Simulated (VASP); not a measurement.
Set up this calculation in VASP 6.6.1, as the native input.

```
Task                   : single point
Functional             : LDA
Potentials or basis    : VASP PAW LDA potentials, release 64 (Hg)
Cutoff                 : 520 eV
k mesh                 : 12 × 12 × 12
Occupations            : fermi-dirac, width 0.1 eV
Spin                   : no spin polarisation
Dipole correction      : no
Further INCAR settings : ALGO = Normal; EDIFF = 1e-06; NBANDS = 19
```

The structure of Hg lies in POSCAR:

```
Hg
1.0
    0.0000000000      2.4307906603      2.4307906603
    2.4307906603      0.0000000000      2.4307906603
    2.4307906603      2.4307906603      0.0000000000
Hg
2
Direct
   -0.1250000000     -0.1250000000     -0.1250000000
    0.1250000000      0.1250000000      0.1250000000
```

The input as run:

INCAR

```
SYSTEM = Hg
ALGO     = Normal         ! electronic algorithm
EDIFF    = 1E-6           ! SCF threshold, eV
ENCUT    = 520            ! plane-wave cutoff, eV
GGA      = CA             ! functional
ISIF     = 2              ! what is computed and relaxed
ISMEAR   = -1             ! smearing method
LASPH    = .True.         ! aspherical terms in the spheres
LCHARG   = .False.        ! write CHGCAR
LREAL    = .False.        ! projectors in reciprocal space
LWAVE    = .False.        ! write WAVECAR
NBANDS   = 19             ! bands
NELM     = 100            ! most SCF steps
PREC     = Accurate       ! precision mode
SIGMA    = 0.1            ! smearing width, eV
```

KPOINTS

```
k-points
0
Gamma
  12 12 12
  0 0 0
```

Potentials or basis: VASP PAW LDA potentials, release 64 (Hg).

The run is started by

```bash
$ cat potpaw_LDA.64/Hg/POTCAR > POTCAR
$ mpirun -np 1 vasp_std > vasp.out
```

Results of the run:

```json
{
 "Pressure": "311.1 GPa",
 "Band gap on the k mesh": "zero (bands 12 and 13 overlap by 11.66 eV)"
}
```

Caveat: the cell stands under pressure; spin-orbit coupling is left out, which moves the levels of the heavy elements.

It took 14 s on 1 thread of Intel(R) Xeon(R) 6975P-C (Granite Rapids), on a shared host, peak memory 0.16 GiB.
